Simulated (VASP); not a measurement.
Set up this calculation in VASP 6.6.1, as the native input.

```yaml
Task: single point
Functional: PBEsol
Dispersion: D4
Potentials_or_basis: VASP PAW PBE potentials, release 64 (Cs_sv, I, Sn_d)
Cutoff: 520 eV
k_mesh: 5 × 5 × 5
Occupations: fermi-dirac, width 0.05 eV
Spin: no spin polarisation
Dipole_correction: no
Further_INCAR_settings: ALGO = Normal; EDIFF = 1e-07; NBANDS = 30
```

The structure of CsSnI3 lies in POSCAR:

```
CsSnI3
1.0
    6.2467985487      0.0000000000      0.0000000000
    0.0000000000      6.2467985487      0.0000000000
    0.0000000000      0.0000000000      6.2467985487
Cs I Sn
1 3 1
Direct
    0.0000000000      0.0000000000      0.0000000000
    0.5000000000      0.5000000000      0.0000000000
    0.5000000000      0.0000000000      0.5000000000
    0.0000000000      0.5000000000      0.5000000000
    0.5000000000      0.5000000000      0.5000000000
```

These files were run (other wordings do the same):

INCAR

```
ALGO = Normal
EDIFF = 1E-7
ENCUT = 520
GGA = PS
ISIF = 2
ISMEAR = -1
IVDW = 13
LASPH = T
LCHARG = T
LELF = T
LREAL = F
LVHAR = T
LWAVE = F
NBANDS = 30
NELM = 100
PREC = Accurate
SIGMA = 0.05
```

KPOINTS

```
k-points
0
Gamma
  5 5 5
```

Potentials or basis: VASP PAW PBE potentials, release 64 (Cs_sv, I, Sn_d).

Run with:

```console
$ cat potpaw_PBE.64/Cs_sv/POTCAR potpaw_PBE.64/I/POTCAR potpaw_PBE.64/Sn_d/POTCAR > POTCAR
$ mpirun -np 1 vasp_std > vasp.out
```

Results of the run:

```
Pressure                   : -1.4 GPa
Band gap on the k mesh     : 1.74 eV
Dispersion energy per atom : -0.145 eV
```

Caveat: the PAW data sets were made with another functional, which shifts forces and pressure a little; spin-orbit coupling is left out, which moves the levels of the heavy elements; an odd mesh through Γ misses points on the zone boundary, where band edges can lie.

Run time: 4.4 min on 1 thread of Intel Xeon 8259CL, on a shared host, peak memory 0.36 GiB.
